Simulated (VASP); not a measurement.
Pd: single point with PBE

Pd:

```xyz
1
Lattice="0.0000 1.9465 1.9465 1.9465 0.0000 1.9465 1.9465 1.9465 0.0000" Properties=species:S:1:pos:R:3 pbc="T T T"
Pd    0.0000    0.0000    0.0000
```

* Program: VASP 6.6.1
* Task: single point
* Functional: PBE
* Potentials or basis: VASP PAW PBE potentials, release 64 (Pd)
* Cutoff: 520 eV
* k mesh: 12 × 12 × 12
* Occupations: gaussian, width 0.023 eV
* Spin: no spin polarisation

```json
{
 "Pressure": "6.6 GPa",
 "Band gap on the k mesh": "zero (band 5 reaches 10.06 eV, above the bottom of band 6 at 8.48 eV)"
}
```

Levels at points of the mesh, in eV from the Fermi level:
```csv
k point,band 2,band 3,band 4,band 5,band 6,band 7,band 8,band 9
"(0.00, 0.00, 0.00)",-2.81,-2.81,-2.81,-1.20,-1.20,17.23,22.01,22.01
"(0.50, 0.00, 0.00)",-2.86,-2.86,0.00,0.00,1.05,7.35,16.59,21.14
"(0.50, 0.50, 0.00)",-5.08,-0.03,0.31,0.31,3.38,10.81,13.25,13.25
```

Wall time 16 s on 1 thread of AMD EPYC 7R13, on a shared host, peak memory 0.1 GiB.
